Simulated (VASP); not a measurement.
Here is a VASP 6.6.1 calculation.

Contents of INCAR:

```
SYSTEM = Pb
  ALGO = Normal
  EDIFF = 1E-7
  EDIFFG = -0.01
  ENCUT = 600
  GGA = PS
  IBRION = 2
  ISIF = 3
  ISMEAR = 1
  LASPH = .True.
  LCHARG = .False.
  LREAL = .False.
  LWAVE = .False.
  NELM = 100
  NSW = 80
  PREC = Accurate
  SIGMA = 0.1
```

The input KPOINTS:

```
k-points
0
Gamma
  7 7 7
  0 0 0
```

File POSCAR:

```
Pb
1.0
    0.0000000000      2.4750200000      2.4750200000
    2.4750200000      0.0000000000      2.4750200000
    2.4750200000      2.4750200000      0.0000000000
Pb
1
Direct
    0.0000000000      0.0000000000      0.0000000000
```

Potentials or basis: VASP PAW PBE potentials, release 64 (Pb_d).

Command:

```bash
$ cat potpaw_PBE.64/Pb_d/POTCAR > POTCAR
$ mpirun -np 1 vasp_std > vasp.out
```

Predict the band gap on the k mesh.

zero (band 7 reaches 14.52 eV, above the bottom of band 8 at 5.64 eV).

Final structure:
```
Pb
1.0
     0.00000    2.47502    2.47502
     2.47502    0.00000    2.47502
     2.47502    2.47502    0.00000
Pb
1
Direct
  0.00000 0.00000 0.00000
```

Caveat: the relaxation stopped at its first step, so nothing moved; spin-orbit coupling is left out, which moves the levels of the heavy elements.
